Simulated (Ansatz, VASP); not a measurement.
## One calculation of HfN, two programs

File INCAR:

```
SYSTEM = HfN
PREC = Accurate ; ENCUT = 520
EDIFF = 1E-7 ; ISMEAR = 0
SIGMA = 0.15 ; LREAL = .False.
LASPH = .True. ; NELM = 100
ALGO = Normal ; ISIF = 2
LWAVE = .False. ; LCHARG = .False.
NBANDS = 14
```

The input KPOINTS:

```
Automatic mesh
0
Gamma
  18 18 18
  0 0 0
```

The input POSCAR:

```
HfN
1.0
    0.0000000000      2.2339756793      2.2339756793
    2.2339756793      0.0000000000      2.2339756793
    2.2339756793      2.2339756793      0.0000000000
Hf N
1 1
Direct
    0.0000000000      0.0021077006      0.0000000000
    0.5000000000      0.4731420532      0.5000000000
```

Input for Ansatz:

```yaml
crystal:
  lattice:
    - [0.0, 2.2339756793, 2.2339756793]
    - [2.2339756793, 0.0, 2.2339756793]
    - [2.2339756793, 2.2339756793, 0.0]
  atoms:
    - { symbol: Hf, position: [0.0, 0.0021077006, 0.0] }
    - { symbol: "N", position: [0.5, 0.4731420532, 0.5] }
basis:
  ecutwfc: 520.0
kpoints:
  mp_grid: { grid: [18, 18, 18] }
hamiltonian:
  xc: lda
  pseudopotentials: { kind: paw, azcp: { folder: soft_1 } }
scf:
  occupations: { method: gaussian, width: 0.15 }
output:
  forces: true
  stress: true
  eigenvalues: true
```

Change from the starting cell: mode 4 frozen in at -0.060 Å and mode 6 at -0.060 Å (largest displacements).

Alike in both runs: task single point; functional LDA; k mesh 18 × 18 × 18; occupations gaussian, width 0.15 eV; no spin polarisation.

```csv
,VASP,Ansatz
version,VASP 6.6.1,Ansatz 0.2.0
potentials or method,"VASP PAW LDA potentials, release 64 (Hf_pv, N), cutoff 520 eV","scalar-relativistic, plane waves, PAW"
valence electrons in the cell,15,31
```

Ansatz gave:

| Item | Value |
| --- | --- |
| gap on the k mesh at the Fermi level (eV) | none |
| pressure (GPa) | 1.2 |
| traceless stress, the component that is largest in VASP (GPa) | -1.18 |
| rms of the force components (eV/Å) | 0.665 |

Problem. What did VASP give for the same quantities?

Solution. gap on the k mesh at the Fermi level (eV): none; pressure (GPa): 0.1; traceless stress, the component that is largest in VASP (GPa): -1.18; rms of the force components (eV/Å): 0.673.

Ansatz warns that its potentials were made for another functional, while VASP's fit it. LDA's correlation is that of Perdew and Zunger in VASP and of Perdew and Wang (1992) in Ansatz. Atom by atom the forces differ by 0.007 eV/Å (rms over components). A gap of «none» marks a metal or a gap that the smearing closes. VASP's potentials hold 15 valence electrons a cell and Ansatz's 31, so a difference there can come from the potentials and not from the codes.

Spin-orbit coupling is off throughout.
